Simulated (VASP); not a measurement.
# AlN (I-4m2) in VASP: further runs

Runs on AlN. Level: r2SCAN. Tasks: single point.

Everything below comes from runs of VASP 6.6.1. Logs are shortened: lines on timing, memory, paths and dates and some standing lists are left out, and cuts for length are marked.

## Step 1: The cell of the first run

It takes space group I-4m2 (No. 119, tetragonal). The conventional cell has a = 3.228 Å, b = 3.228 Å, c = 4.368 Å, α = 90.00°, β = 90.00°, γ = 90.00°. Al (site symmetry -4m2) has 4 N at 1.95 Å within 2.6 Å. Within 2.6 Å of N (site symmetry -4m2) lie 4 Al at 1.95 Å.

## Step 2: Single point, r2SCAN (strain +0.0450 x Voigt [1, 1, 0, 0, 0, 0])

Contents of POSCAR:

```
AlN
1.0
    0.0000000000      2.2822732698      2.1839935596
    2.2822732698      0.0000000000      2.1839935596
    2.2822732698      2.2822732698      0.0000000000
Al N
1 1
Direct
    0.0000000000      0.0000000000      0.0000000000
    0.7500000000      0.7500000000      0.7500000000
```

Contents of INCAR.step1:

```
SYSTEM = AlN
  ALGO = Normal
  EDIFF = 1E-4
  ENCUT = 520
  GGA = PE
  ISMEAR = 0
  LASPH = .True.
  LCHARG = .False.
  LREAL = .False.
  LWAVE = .True.
  NBANDS = 11
  NELM = 100
  PREC = Accurate
  SIGMA = 0.05
```

Contents of INCAR.step2:

```
SYSTEM = AlN
  ALGO = Normal
  EDIFF = 1E-6
  ENCUT = 520
  ISIF = 2
  ISMEAR = 0
  ISTART = 1
  LASPH = .True.
  LCHARG = .False.
  LMIXTAU = .True.
  LREAL = .False.
  LWAVE = .False.
  METAGGA = R2SCAN
  NBANDS = 11
  NELM = 100
  PREC = Accurate
  SIGMA = 0.05
```

Contents of KPOINTS:

```
k-points
0
Gamma
  10 10 10
  0 0 0
```

Potentials or basis: VASP PAW PBE potentials, release 64 (Al, N).

Launch:

```console
cat potpaw_PBE.64/Al/POTCAR potpaw_PBE.64/N/POTCAR > POTCAR
cp INCAR.step1 INCAR
mpirun -np 1 vasp_std > vasp.out
cp INCAR.step2 INCAR
mpirun -np 1 vasp_std > vasp.out
```

OUTCAR:

```text
SYSTEM = AlN
   EDIFF = 1E-6
   ENCUT = 520
   ISIF = 2
   ISMEAR = 0
   ISTART = 1
   LASPH = .True.
   LREAL = .False.
   METAGGA = R2SCAN
   NELM = 100
   PREC = Accurate

 ion  position               nearest neighbor table
   1  0.000  0.000  0.000-   2 1.95   2 1.95   2 1.95   2 1.95
   2  0.750  0.750  0.750-   1 1.95   1 1.95   1 1.95   1 1.95

  LATTYP: Found a body centered tetragonal cell.
 ALAT       =     3.2276218112
 C/A-ratio  =     1.3533144137

  Lattice vectors:

 A1 = (   0.0000000000,  -2.2822732698,  -2.1839935596)
 A2 = (   0.0000000000,   2.2822732698,  -2.1839935596)
 A3 = (   2.2822732698,   0.0000000000,   2.1839935596)

Analysis of symmetry for initial positions (statically):
=====================================================================
 Subroutine PRICEL returns:
 Original cell was already a primitive cell.

 Routine SETGRP: Setting up the symmetry group for a
 body centered tetragonal supercell.

 Subroutine GETGRP returns: Found  8 space group operations
 (whereof  8 operations were pure point group operations)
 out of a pool of 16 trial point group operations.

The static configuration has the point symmetry D_2d.

Analysis of symmetry for dynamics (positions and initial velocities):
=====================================================================
 Subroutine PRICEL returns:
 Original cell was already a primitive cell.

 Routine SETGRP: Setting up the symmetry group for a
 body centered tetragonal supercell.

 Subroutine GETGRP returns: Found  8 space group operations
 (whereof  8 operations were pure point group operations)
 out of a pool of 16 trial point group operations.

The dynamic configuration has the point symmetry D_2d.

 Subroutine INISYM returns: Found  8 space group operations
 (whereof  8 operations are pure point group operations),
 and found     1 'primitive' translations

----------------------------------------------------------------------------------------

                                     Primitive cell

  volume of cell :      22.7518

  direct lattice vectors                    reciprocal lattice vectors
     0.000000000  2.282273270  2.183993560    -0.219079812  0.219079812  0.228938404
     2.282273270  0.000000000  2.183993560     0.219079812 -0.219079812  0.228938404
     2.282273270  2.282273270  0.000000000     0.219079812  0.219079812 -0.228938404

  length of vectors
     3.158892076  3.158892076  3.227621811     0.385233334  0.385233334  0.385233334

  position of ions in fractional coordinates (direct lattice)
     0.000000000  0.000000000  0.000000000
     0.750000000  0.750000000  0.750000000

  ion indices of the primitive-cell ions
   primitive index   ion index
                 1           1
                 2           2

----------------------------------------------------------------------------------------

 KPOINTS: k-points

Automatic generation of k-mesh.
 Grid dimensions read from file:
 generate k-points for:   10   10   10

 Generating k-lattice:

  Cartesian coordinates                     Fractional coordinates (reciprocal lattice)
    -0.021907981  0.021907981  0.022893840     0.100000000  0.000000000  0.000000000
     0.021907981 -0.021907981  0.022893840     0.000000000  0.100000000  0.000000000
     0.021907981  0.021907981 -0.022893840     0.000000000  0.000000000  0.100000000

  Length of vectors
     0.038523333  0.038523333  0.038523333

  Shift w.r.t. Gamma in fractional coordinates (k-lattice)
     0.000000000  0.000000000  0.000000000

 Subroutine IBZKPT returns following result:
 ===========================================

 Found    102 irreducible k-points:

 Following reciprocal coordinates:
            Coordinates               Weight
  0.000000  0.000000  0.000000      1.000000
  0.100000  0.000000  0.000000      8.000000
  0.200000  0.000000  0.000000      8.000000
  0.300000  0.000000  0.000000      8.000000
  0.400000  0.000000  0.000000      8.000000
  0.500000  0.000000  0.000000      4.000000
[... 16 lines left out ...]
  0.300000  0.300000  0.000000      2.000000
  0.400000  0.300000  0.000000      8.000000
 [... further k-points ...]
   k-points           NKPTS =    102   k-points in BZ     NKDIM =    102   number of bands    NBANDS=     11
   number of dos      NEDOS =    301   number of ions     NIONS =      2
   total plane-waves  NPLWV =  13824
   dimension x,y,z NGX =    24 NGY =   24 NGZ =   24
   dimension x,y,z NGXF=    48 NGYF=   48 NGZF=   48
   ions per type =               1   1
   NGX,Y,Z   is equivalent  to a cutoff of  12.63, 12.63, 12.36 a.u.
   NGXF,Y,Z  is equivalent  to a cutoff of  25.26, 25.26, 24.72 a.u.
 SYSTEM =  AlN
   PREC   = accura    normal or accurate (medium, high low for compatibility)
   ISTART =      1    job   : 0-new  1-cont  2-samecut
   ICHARG =      0    charge: 1-file 2-atom 10-const
   ISPIN  =      1    spin polarized calculation?
   LNONCOLLINEAR =      F non collinear calculations
   LSORBIT =      F    spin-orbit coupling
   LASPH  =      T    aspherical Exc in radial PAW
   ENCUT  =  520.0 eV  38.22 Ry    6.18 a.u.   5.87  5.87  6.00*2*pi/ulx,y,z
   NELM   =    100;   NELMIN=  2; NELMDL=  0     # of ELM steps
   EDIFF  = 0.1E-05   stopping-criterion for ELM
   LREAL  =      F    real-space projection
   EDIFFG = 0.1E-04   stopping-criterion for IOM
   NSW    =      0    number of steps for IOM
   IBRION =     -1    ionic relax: 0-MD 1-quasi-New 2-CG
   NFREE  =      0    steps in history (QN), initial steepest desc. (CG)
   ISIF   =      2    stress and relaxation
   ISYM   =      2    0-nonsym 1-usesym 2-fastsym
   POTIM  = 0.5000    time-step for ionic-motion
   TEBEG  =    0.0;   TEEND  =   0.0 temperature during run
   PSTRESS=    0.0 pullay stress
   NELECT =       8.0000    total number of electrons
   NUPDOWN=      -1.0000    fix difference up-down
   EMIN   =  10.00;   EMAX   =-10.00  energy-range for DOS
   EFERMI =   0.00;   METHOD = LEGACY
   ISMEAR =     0;   SIGMA  =   0.05  broadening in eV -4-tet -1-fermi 0-gaus
   EFERMI_NEDOS =   21; number of points for ismear=-14 and -15
   IALGO  =     38    algorithm
   IMIX   =      4    mixing-type and parameters
     AMIX     =   0.40;   BMIX     =  1.00
     AMIX_MAG =   1.60;   BMIX_MAG =  1.00
  volume/ion in A,a.u.               =      11.38        76.77
  Fermi-wavevector in a.u.,A,eV,Ry     =   1.155489  2.183558 18.165895  1.335156
  Thomas-Fermi vector in A             =   2.292117
   LORBIT       =      0    0 simple, 1 ext, 2 COOP (PROOUT), +10 PAW based schemes
   METAGGA = R2SCAN    functional components
   LHFCALC =     F    Hartree Fock is set to
   AEXX    =    0.0000 exact exchange contribution
   IVDW    =     0    specifies the selected vdW correction
   LEPSILON=     F    determine dielectric tensor
   LRPA    =     F    only Hartree local field effects (RPA)
 non-spin polarized calculation
 Gauss-broadening in eV      SIGMA  =   0.05
  energy-cutoff  :      520.00
  volume of cell :       22.75
 maximum number of plane-waves:       624
   NGX = 11   NGY = 11   NGZ = 13

 number of electron       8.0000001 magnetization

 Free energy of the ion-electron system (eV)
  ---------------------------------------------------
  ext. energy  EPLUGINS =         0.00000000
  ---------------------------------------------------
  free energy    TOTEN  =       -19.06593179 eV

  energy without entropy =      -19.06593179  energy(sigma->0) =      -19.06593179

 E-fermi :   5.2325     XC(G=0): -11.0281

 val. band max:        5.0229341035   @ k =   0.0000   0.0000   0.0000
 cond. band min:       8.6617681901   @ k =   0.5000   0.5000   0.0000
 fundamental gap:      3.6388340865
 Fermi energy:         5.2325372735

 k-point     1 :       0.0000    0.0000    0.0000
  band No.  band energies     occupation
      1     -10.3420      2.00000
      2       4.8544      2.00000
      3       4.8544      2.00000
      4       5.0229      2.00000
      5       8.9912      0.00000
      6      17.5010      0.00000
      7      17.5768      0.00000
      8      17.5768      0.00000
      9      22.0416      0.00000
     10      23.2535      0.00000
     11      23.7511      0.00000

 k-point     2 :       0.1000    0.0000    0.0000
  band No.  band energies     occupation
      1     -10.2102      2.00000
      2       4.1084      2.00000
      3       4.7907      2.00000
      4       4.9314      2.00000
      5       9.6717      0.00000
      6      17.1322      0.00000
      7      17.6604      0.00000
      8      17.7195      0.00000
      9      21.0604      0.00000
     10      21.8488      0.00000
     11      23.7287      0.00000

 k-point     3 :       0.2000    0.0000    0.0000
  band No.  band energies     occupation
      1      -9.8384      2.00000
      2       2.5618      2.00000
      3       4.6320      2.00000
      4       4.8288      2.00000
      5      10.8368      0.00000
      6      16.3321      0.00000
      7      17.4214      0.00000
      8      17.8868      0.00000
      9      20.8525      0.00000
     10      21.1095      0.00000
     11      22.8054      0.00000
[... 267 lines left out ...]
 k-point    23 :       0.3000    0.3000    0.0000
  band No.  band energies     occupation
      1      -8.9053      2.00000
      2       1.6078      2.00000
      3       3.5377      2.00000
      4       3.5377      2.00000
      5      10.7025      0.00000
      6      14.4526      0.00000
      7      17.3955      0.00000
      8      19.2850      0.00000
      9      19.2850      0.00000
     10      24.8887      0.00000
     11      28.2005      0.00000

 k-point    24 :       0.4000    0.3000    0.0000
  band No.  band energies     occupation
      1      -8.5030      2.00000
      2       1.0264      2.00000
      3       3.1677      2.00000
      4       3.3565      2.00000
      5      10.2654      0.00000
      6      14.2729      0.00000
      7      17.5861      0.00000
      8      19.3501      0.00000
      9      19.9641      0.00000
     10      25.9924      0.00000
     11      28.1519      0.00000

 [... further k-points ...]

------------------------ aborting loop because EDIFF is reached ----------------------------------------

  FORCE on cell =-STRESS in cart. coord.  units (eV):
  Direction    XX          YY          ZZ          XY          YZ          ZX
  --------------------------------------------------------------------------------------
  -------------------------------------------------------------------------------------
  Total       -2.5483409     -2.5483409     -1.6985628      0.0000000      0.0000000      0.0000000
  in kB     -179.4533061   -179.4533061   -119.6122196      0.0000000      0.0000000      0.0000000
  external PRESSURE =    -159.5062773 kB  Pullay stress =       0.0000000 kB

 VOLUME and BASIS-vectors are now :
 -----------------------------------------------------------------------------
  energy-cutoff  :      520.00
  volume of cell :       22.75
      direct lattice vectors                 reciprocal lattice vectors
     0.000000000  2.282273270  2.183993560    -0.219079812  0.219079812  0.228938404
     2.282273270  0.000000000  2.183993560     0.219079812 -0.219079812  0.228938404
     2.282273270  2.282273270  0.000000000     0.219079812  0.219079812 -0.228938404

 POSITION                                       TOTAL-FORCE (eV/Angst)
 -----------------------------------------------------------------------------------
      0.00000      0.00000      0.00000        -0.000000     -0.000000     -0.000000
      3.42341      3.42341      3.27599         0.000000      0.000000      0.000000
 -----------------------------------------------------------------------------------
    total drift:                               -0.000004     -0.000004     -0.000002

  FREE ENERGIE OF THE ION-ELECTRON SYSTEM (eV)
  ---------------------------------------------------
  free  energy   TOTEN  =       -19.0659317936 eV

  energy  without entropy=      -19.0659317936  energy(sigma->0) =      -19.06593179
```

Wall time 79 s (1 thread of Intel Xeon Platinum 8375C at 2.90GHz (Ice Lake), shared host); peak memory 0.15 GiB.

What came out:

```yaml
Free_energy: -19.0659 eV
Pressure: -16.0 GPa
Band_gap_on_the_k_mesh: 3.64 eV (least direct gap 3.97 eV)
```

Stress tensor (GPa, compression positive):
```
-17.95   0.00   0.00
  0.00 -17.95   0.00
  0.00   0.00 -11.96
```

Caveat: the cell differs from its parent crystal (strain +0.0450 x Voigt [1, 1, 0, 0, 0, 0]); the cell stands under tension; the PAW data sets were made with another functional, which shifts forces and pressure a little. A k mesh can miss the band edges.

(Continued in part 2 of 2.)
